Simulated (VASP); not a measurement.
# MnF2 (P4_2/mnm) in VASP: a series of runs

The runs below take MnF2 through single point, with PBE, PBEsol.

All numbers are computed with VASP 6.6.1; they aren't measurements. Logs are shortened: lines on timing, memory, paths and dates and some standing lists are left out, and cuts for length are marked.

**1. The cell of the first run**

The structure is tetragonal, space group P4_2/mnm (No. 136). Conventional cell: a = 4.874 Å, b = 4.874 Å, c = 3.311 Å, α = 90.00°, β = 90.00°, γ = 90.00°. Within 2.8 Å of Mn (site symmetry mmm) lie 6 F at 2.10 to 2.13 Å. F (site symmetry m2m) has 3 Mn at 2.10 to 2.13 Å and 1 F at 2.68 Å within 2.8 Å.

**2. Single point, PBE, collinear spin, ferromagnetic start**

Contents of INCAR:

```
SYSTEM = MnF2
PREC = Accurate ; ENCUT = 520
EDIFF = 1E-6 ; ISMEAR = -1
SIGMA = 0.05 ; LREAL = .False.
LASPH = .True. ; NELM = 150
ALGO = Normal ; ISIF = 2
LWAVE = .False. ; LCHARG = .False.
ISPIN = 2 ; MAGMOM = 1 1 0 0 0 0
LORBIT = 11 ; NUPDOWN = 2.0
LMAXMIX = 4 ; GGA = PE
NBANDS = 40
```

Contents of KPOINTS:

```
regular mesh
0
Gamma
  5 5 7
  0 0 0
```

Contents of POSCAR:

```
MnF2
1.0
    4.8738000000      0.0000000000      0.0000000000
    0.0000000000      4.8738000000      0.0000000000
    0.0000000000      0.0000000000      3.3107000000
Mn F
2 4
Direct
    0.5000000000      0.5000000000      0.5000000000
    0.0000000000      0.0000000000      0.0000000000
    0.8053000000      0.1947000000      0.5000000000
    0.6947000000      0.6947000000      0.0000000000
    0.1947000000      0.8053000000      0.5000000000
    0.3053000000      0.3053000000      0.0000000000
```

Potentials or basis: VASP PAW PBE potentials, release 64 (Mn_pv, F).

Run with:

```
> cat potpaw_PBE.64/Mn_pv/POTCAR potpaw_PBE.64/F/POTCAR > POTCAR
> mpirun -np 1 vasp_std > vasp.out
```

OUTCAR:

```text
SYSTEM = MnF2
   PREC = Accurate
   ENCUT = 520
   EDIFF = 1E-6
   ISMEAR = -1
   LREAL = .False.
   LASPH = .True.
   NELM = 150
   ISIF = 2
   ISPIN = 2
   LORBIT = 11
   NUPDOWN = 2.0
   GGA = PE

 ion  position               nearest neighbor table
   1  0.500  0.500  0.500-   3 2.10   5 2.10   4 2.13   6 2.13   4 2.13   6 2.13
   2  0.000  0.000  0.000-   4 2.10   6 2.10   5 2.13   3 2.13   3 2.13   5 2.13
   3  0.805  0.195  0.500-   1 2.10   2 2.13   2 2.13
   4  0.695  0.695  0.000-   2 2.10   1 2.13   1 2.13
   5  0.195  0.805  0.500-   1 2.10   2 2.13   2 2.13
   6  0.305  0.305  0.000-   2 2.10   1 2.13   1 2.13

  LATTYP: Found a simple tetragonal cell.
 ALAT       =     4.8738000000
 C/A-ratio  =     0.6792851574

  Lattice vectors:

 A1 = (   4.8738000000,   0.0000000000,   0.0000000000)
 A2 = (   0.0000000000,   4.8738000000,   0.0000000000)
 A3 = (   0.0000000000,   0.0000000000,   3.3107000000)

Analysis of symmetry for initial positions (statically):
=====================================================================
 Subroutine PRICEL returns:
 Original cell was already a primitive cell.

 Routine SETGRP: Setting up the symmetry group for a
 simple tetragonal supercell.

 Subroutine GETGRP returns: Found 16 space group operations
 (whereof  8 operations were pure point group operations)
 out of a pool of 16 trial point group operations.

The static configuration has the point symmetry D_2h.
 The point group associated with its full space group is D_4h.

Analysis of symmetry for dynamics (positions and initial velocities):
=====================================================================
 Subroutine PRICEL returns:
 Original cell was already a primitive cell.

 Routine SETGRP: Setting up the symmetry group for a
 simple tetragonal supercell.

 Subroutine GETGRP returns: Found 16 space group operations
 (whereof  8 operations were pure point group operations)
 out of a pool of 16 trial point group operations.

The dynamic configuration has the point symmetry D_2h.
 The point group associated with its full space group is D_4h.

Analysis of structural, dynamic, and magnetic symmetry:
=====================================================================
 Subroutine PRICEL returns:
 Original cell was already a primitive cell.

 Routine SETGRP: Setting up the symmetry group for a
 simple tetragonal supercell.

 Subroutine GETGRP returns: Found 16 space group operations
 (whereof  8 operations were pure point group operations)
 out of a pool of 16 trial point group operations.

The overall configuration has the point symmetry D_2h.
 The point group associated with its full space group is D_4h.

 Subroutine INISYM returns: Found 16 space group operations
 (whereof  8 operations are pure point group operations),
 and found     1 'primitive' translations

----------------------------------------------------------------------------------------

                                     Primitive cell

  volume of cell :      78.6421

  direct lattice vectors                    reciprocal lattice vectors
     4.873800000  0.000000000  0.000000000     0.205178711  0.000000000  0.000000000
     0.000000000  4.873800000  0.000000000     0.000000000  0.205178711  0.000000000
     0.000000000  0.000000000  3.310700000     0.000000000  0.000000000  0.302050926

  length of vectors
     4.873800000  4.873800000  3.310700000     0.205178711  0.205178711  0.302050926

  position of ions in fractional coordinates (direct lattice)
     0.500000000  0.500000000  0.500000000
     0.000000000  0.000000000  0.000000000
     0.805300000  0.194700000  0.500000000
     0.694700000  0.694700000  0.000000000
     0.194700000  0.805300000  0.500000000
     0.305300000  0.305300000  0.000000000

  ion indices of the primitive-cell ions
   primitive index   ion index
                 1           1
                 2           2
                 3           3
                 4           4
                 5           5
                 6           6

----------------------------------------------------------------------------------------

 KPOINTS: regular mesh

Automatic generation of k-mesh.
 Grid dimensions read from file:
 generate k-points for:    5    5    7

 Generating k-lattice:

  Cartesian coordinates                     Fractional coordinates (reciprocal lattice)
     0.041035742  0.000000000  0.000000000     0.200000000  0.000000000  0.000000000
     0.000000000  0.041035742  0.000000000     0.000000000  0.200000000  0.000000000
     0.000000000  0.000000000  0.043150132     0.000000000  0.000000000  0.142857143

  Length of vectors
     0.041035742  0.041035742  0.043150132

  Shift w.r.t. Gamma in fractional coordinates (k-lattice)
     0.000000000  0.000000000  0.000000000

 Subroutine IBZKPT returns following result:
 ===========================================

 Found     24 irreducible k-points:

 Following reciprocal coordinates:
            Coordinates               Weight
  0.000000  0.000000  0.000000      1.000000
  0.200000  0.000000  0.000000      4.000000
  0.400000  0.000000  0.000000      4.000000
  0.200000  0.200000  0.000000      4.000000
  0.400000  0.200000  0.000000      8.000000
  0.400000  0.400000  0.000000      4.000000
[... 16 lines left out ...]
  0.400000  0.200000  0.428571     16.000000
  0.400000  0.400000  0.428571      8.000000
   k-points           NKPTS =     24   k-points in BZ     NKDIM =     24   number of bands    NBANDS=     40
   number of dos      NEDOS =    301   number of ions     NIONS =      6
   total plane-waves  NPLWV =  36288
   dimension x,y,z NGX =    36 NGY =   36 NGZ =   28
   dimension x,y,z NGXF=    72 NGYF=   72 NGZF=   56
   ions per type =               2   4
   NGX,Y,Z   is equivalent  to a cutoff of  12.28, 12.28, 14.06 a.u.
   NGXF,Y,Z  is equivalent  to a cutoff of  24.56, 24.56, 28.12 a.u.
 SYSTEM =  MnF2
   PREC   = accura    normal or accurate (medium, high low for compatibility)
   ISTART =      0    job   : 0-new  1-cont  2-samecut
   ICHARG =      2    charge: 1-file 2-atom 10-const
   ISPIN  =      2    spin polarized calculation?
   LNONCOLLINEAR =      F non collinear calculations
   LSORBIT =      F    spin-orbit coupling
   LASPH  =      T    aspherical Exc in radial PAW
   ENCUT  =  520.0 eV  38.22 Ry    6.18 a.u.   9.06  9.06  6.16*2*pi/ulx,y,z
   NELM   =    150;   NELMIN=  2; NELMDL= -5     # of ELM steps
   EDIFF  = 0.1E-05   stopping-criterion for ELM
   LREAL  =      F    real-space projection
[... 7 lines left out ...]
   TEBEG  =    0.0;   TEEND  =   0.0 temperature during run
   PSTRESS=    0.0 pullay stress
   NELECT =      54.0000    total number of electrons
   NUPDOWN=       2.0000    fix difference up-down
   EMIN   =  10.00;   EMAX   =-10.00  energy-range for DOS
   EFERMI =   0.00;   METHOD = LEGACY
   ISMEAR =    -1;   SIGMA  =   0.05  broadening in eV -4-tet -1-fermi 0-gaus
   EFERMI_NEDOS =   21; number of points for ismear=-14 and -15
   IALGO  =     38    algorithm
   IMIX   =      4    mixing-type and parameters
     AMIX     =   0.40;   BMIX     =  1.00
     AMIX_MAG =   1.60;   BMIX_MAG =  1.00
  volume/ion in A,a.u.               =      13.11        88.45
  Fermi-wavevector in a.u.,A,eV,Ry     =   1.444290  2.729312 28.381385  2.085973
  Thomas-Fermi vector in A             =   2.562601
   LORBIT       =     11    0 simple, 1 ext, 2 COOP (PROOUT), +10 PAW based schemes
   GGA     = PE    functional components
   LHFCALC =     F    Hartree Fock is set to
   AEXX    =    0.0000 exact exchange contribution
   IVDW    =     0    specifies the selected vdW correction
   LEPSILON=     F    determine dielectric tensor
   LRPA    =     F    only Hartree local field effects (RPA)
 spin polarized calculation
  energy-cutoff  :      520.00
  volume of cell :       78.64
 maximum number of plane-waves:      2129
   NGX = 19   NGY = 19   NGZ = 13

 number of electron      54.0000033 magnetization       2.0000035

 Free energy of the ion-electron system (eV)
  ---------------------------------------------------
  ext. energy  EPLUGINS =         0.00000000
  ---------------------------------------------------
  free energy    TOTEN  =       -34.50685837 eV

  energy without entropy =      -34.49738451  energy(sigma->0) =      -34.50212144

 E-fermi :   3.7603     XC(G=0):  -9.8263

 val. band max:        3.5116689359   @ k =   0.0000   0.0000   0.4286
 cond. band min:       3.4319296220   @ k =   0.4000   0.0000   0.4286
 fundamental gap:     -0.0797393140
 Fermi energy:         3.2913808638

 spin component 1

 k-point     1 :       0.0000    0.0000    0.0000
  band No.  band energies     occupation
      1     -45.2529      1.00000
      2     -45.2529      1.00000
      3     -45.1754      1.00000
      4     -45.1733      1.00000
      5     -45.0154      1.00000
      6     -45.0154      1.00000
[... 31 lines left out ...]
     38      14.9768      0.00000
     39      15.1627      0.00000

 k-point     2 :       0.2000    0.0000    0.0000
  band No.  band energies     occupation
      1     -45.2529      1.00000
      2     -45.2529      1.00000
      3     -45.1752      1.00000
      4     -45.1735      1.00000
      5     -45.0155      1.00000
      6     -45.0155      1.00000
[... 913 lines left out ...]
     38      13.1906      0.00000
     39      14.0232      0.00000

 k-point    24 :       0.4000    0.4000    0.4286
  band No.  band energies     occupation
      1     -45.2491      1.00000
      2     -45.2491      1.00000
      3     -45.1966      1.00000
      4     -45.1965      1.00000
      5     -45.0142      1.00000
      6     -45.0142      1.00000
[... 31 lines left out ...]
     38      12.6401      0.00000
     39      12.9380      0.00000
 Fermi energy:         3.7603100419

 spin component 2

 k-point     1 :       0.0000    0.0000    0.0000
  band No.  band energies     occupation
      1     -44.4460      1.00000
      2     -44.4460      1.00000
      3     -44.0407      1.00000
      4     -44.0407      1.00000
      5     -43.8984      1.00000
      6     -43.8960      1.00000
[... 31 lines left out ...]
     38      15.1532      0.00000
     39      15.2288      0.00000

 k-point     2 :       0.2000    0.0000    0.0000
  band No.  band energies     occupation
      1     -44.4460      1.00000
      2     -44.4460      1.00000
      3     -44.0407      1.00000
      4     -44.0407      1.00000
      5     -43.8981      1.00000
      6     -43.8963      1.00000
[... 913 lines left out ...]
     38      13.4264      0.00000
     39      14.2014      0.00000

 k-point    24 :       0.4000    0.4000    0.4286
  band No.  band energies     occupation
      1     -44.4420      1.00000
      2     -44.4419      1.00000
      3     -44.0394      1.00000
      4     -44.0393      1.00000
      5     -43.9212      1.00000
      6     -43.9212      1.00000
[... 31 lines left out ...]
     38      12.8115      0.00000
     39      13.0609      0.00000
 [bands above 39 left out]

------------------------ aborting loop because EDIFF is reached ----------------------------------------

  FORCE on cell =-STRESS in cart. coord.  units (eV):
  Direction    XX          YY          ZZ          XY          YZ          ZX
  --------------------------------------------------------------------------------------
  -------------------------------------------------------------------------------------
  Total       -4.7306296     -4.7306296     -7.6320780     -0.0000000      0.0000000      0.0000000
  in kB      -96.3771973    -96.3771973   -155.4884548     -0.0000000      0.0000000      0.0000000
  external PRESSURE =    -116.0809498 kB  Pullay stress =       0.0000000 kB

 VOLUME and BASIS-vectors are now :
 -----------------------------------------------------------------------------
  energy-cutoff  :      520.00
  volume of cell :       78.64
      direct lattice vectors                 reciprocal lattice vectors
     4.873800000  0.000000000  0.000000000     0.205178711  0.000000000  0.000000000
     0.000000000  4.873800000  0.000000000     0.000000000  0.205178711  0.000000000
     0.000000000  0.000000000  3.310700000     0.000000000  0.000000000  0.302050926

 POSITION                                       TOTAL-FORCE (eV/Angst)
 -----------------------------------------------------------------------------------
      2.43690      2.43690      1.65535         0.000000      0.000000      0.000000
      0.00000      0.00000      0.00000         0.000000      0.000000      0.000000
      3.92487      0.94893      1.65535         0.151583     -0.151583     -0.000000
      3.38583      3.38583      0.00000        -0.151583     -0.151583     -0.000000
      0.94893      3.92487      1.65535        -0.151583      0.151583      0.000000
      1.48797      1.48797      0.00000         0.151583      0.151583      0.000000
 -----------------------------------------------------------------------------------
    total drift:                                0.000000      0.000000      0.000000

  FREE ENERGIE OF THE ION-ELECTRON SYSTEM (eV)
  ---------------------------------------------------
  free  energy   TOTEN  =       -34.5068583684 eV

  energy  without entropy=      -34.4973845066  energy(sigma->0) =      -34.50212144

 total charge

# of ion       s       p       d       tot
------------------------------------------
    1        0.155   6.132   5.035  11.322
    2        0.155   6.132   5.035  11.322
    3        1.731   4.333   0.000   6.064
    4        1.731   4.333   0.000   6.064
    5        1.731   4.333   0.000   6.064
    6        1.731   4.333   0.000   6.064
--------------------------------------------------
tot          7.234  29.596  10.071  46.901

 magnetization (x)

# of ion       s       p       d       tot
------------------------------------------
    1        0.004   0.004   0.945   0.952
    2        0.004   0.004   0.945   0.952
    3       -0.001  -0.002   0.000  -0.003
    4       -0.001  -0.002   0.000  -0.003
    5       -0.001  -0.002   0.000  -0.003
    6       -0.001  -0.002   0.000  -0.003
--------------------------------------------------
tot          0.002   0.001   1.890   1.893
```

It took 1.9 min on 1 thread of AMD EPYC 9R45 (Zen 5), shared host; peak memory 0.24 GiB.

Results:

| Item | Value |
| --- | --- |
| Free energy | -34.5069 eV |
| Pressure | -11.6 GPa |
| Largest force | 0.214 eV/Å |
| Net moment | 2.00 μB per cell |
| Site moments | Mn +0.95; F -0.00 μB |
| Valence electrons inside the program's atomic spheres | Mn 11.32; F 6.06 |

Forces on the atoms (eV/Å):
```
Mn   0.000  0.000  0.000
Mn   0.000  0.000  0.000
F    0.152 -0.152  0.000
F   -0.152 -0.152  0.000
F   -0.152  0.152  0.000
F    0.152  0.152  0.000
```

Stress tensor (GPa, compression positive):
```
 -9.64   0.00   0.00
  0.00  -9.64   0.00
  0.00   0.00 -15.55
```

Caveat: the stress differs along the axes, from -16 to -10 GPa; the total moment is fixed, so each spin has its own Fermi level and the state may be an excited one; the run started ferromagnetic, and an antiferromagnetic order may lie lower in energy.

**3. Single point, PBE, collinear spin, ferromagnetic start**

Contents of INCAR:

```
SYSTEM = MnF2
  PREC = Accurate
  ENCUT = 520
  EDIFF = 1E-6
  ISMEAR = -1
  SIGMA = 0.05
  LREAL = .FALSE.
  LASPH = .TRUE.
  NELM = 150
  ALGO = Normal
  ISIF = 2
  LWAVE = .FALSE.
  LCHARG = .FALSE.
  ISPIN = 2
  MAGMOM = 2 2 0 0 0 0
  LORBIT = 11
  NUPDOWN = 4.0
  LMAXMIX = 4
  GGA = PE
  NBANDS = 40
```

Contents of KPOINTS:

```
Automatic mesh
0
G
  5 5 7
  0 0 0
```

POSCAR is that of step 2.

Potentials or basis: VASP PAW PBE potentials, release 64 (Mn_pv, F).

Run with:

```
> cat potpaw_PBE.64/Mn_pv/POTCAR potpaw_PBE.64/F/POTCAR > POTCAR
> mpirun -np 1 vasp_std > vasp.out
```

Run time: 2.9 min. Hardware: 1 thread of AMD EPYC 9R45 (Zen 5), shared host; peak memory 0.25 GiB.

The run converged. Its results:

| Quantity | Value |
| --- | --- |
| Free energy | -34.7465 eV |
| Pressure | -11.0 GPa |
| Largest force | 0.137 eV/Å |
| Net moment | 4.00 μB per cell |
| Site moments | Mn +1.92; F -0.00 μB |
| Valence electrons inside the program's atomic spheres | Mn 11.33; F 6.06 |

Forces in eV/Å, atoms in the order of the input:
```
Mn   0.000  0.000  0.000
Mn   0.000  0.000  0.000
F    0.097 -0.097  0.000
F   -0.097 -0.097  0.000
F   -0.097  0.097  0.000
F    0.097  0.097  0.000
```

Stress tensor (GPa, compression positive):
```
 -9.85   0.00   0.00
  0.00  -9.85   0.00
  0.00   0.00 -13.17
```

Caveat: the cell stands under tension; the total moment is fixed, so each spin has its own Fermi level and the state may be an excited one; the run started ferromagnetic, and an antiferromagnetic order may lie lower in energy.

**4. Single point, PBE, collinear spin, ferromagnetic start**

Contents of INCAR:

```
ALGO = Normal ; EDIFF = 1E-6
ENCUT = 520 ; GGA = PE
ISIF = 2 ; ISMEAR = -1
ISPIN = 2 ; LASPH = True
LCHARG = False ; LMAXMIX = 4
LORBIT = 11 ; LREAL = False
LWAVE = False ; MAGMOM = 3 3 0 0 0 0
NBANDS = 40 ; NELM = 150
NUPDOWN = 6.0 ; PREC = Accurate
SIGMA = 0.05
```

Contents of KPOINTS:

```
k-points
0
Gamma
  5 5 7
```

POSCAR is that of step 3.

Run with:

```
> cat potpaw_PBE.64/Mn_pv/POTCAR potpaw_PBE.64/F/POTCAR > POTCAR
> mpirun -np 1 vasp_std > vasp.out
```

Run time: 2 min. Hardware: 1 thread of AMD EPYC 9R45 (Zen 5), shared host; peak memory 0.24 GiB.

The run converged. Its results:

| Property | Result |
| --- | --- |
| Free energy | -35.9539 eV |
| Pressure | -6.7 GPa |
| Largest force | 0.246 eV/Å |
| Net moment | 6.00 μB per cell |
| Site moments | Mn +2.85; F +0.01 μB |
| Valence electrons inside the program's atomic spheres | Mn 11.32; F 6.07 |

Forces on the atoms (eV/Å):
```
Mn   0.000  0.000  0.000
Mn   0.000  0.000  0.000
F    0.174 -0.174  0.000
F   -0.174 -0.174  0.000
F   -0.174  0.174  0.000
F    0.174  0.174  0.000
```

Stress tensor (GPa, compression positive):
```
-5.56  0.00  0.00
 0.00 -5.56  0.00
 0.00  0.00 -8.86
```

Caveat: the cell stands under tension; the total moment is fixed, so each spin has its own Fermi level and the state may be an excited one; the run started ferromagnetic, and an antiferromagnetic order may lie lower in energy.

(Continued in part 2 of 2.)
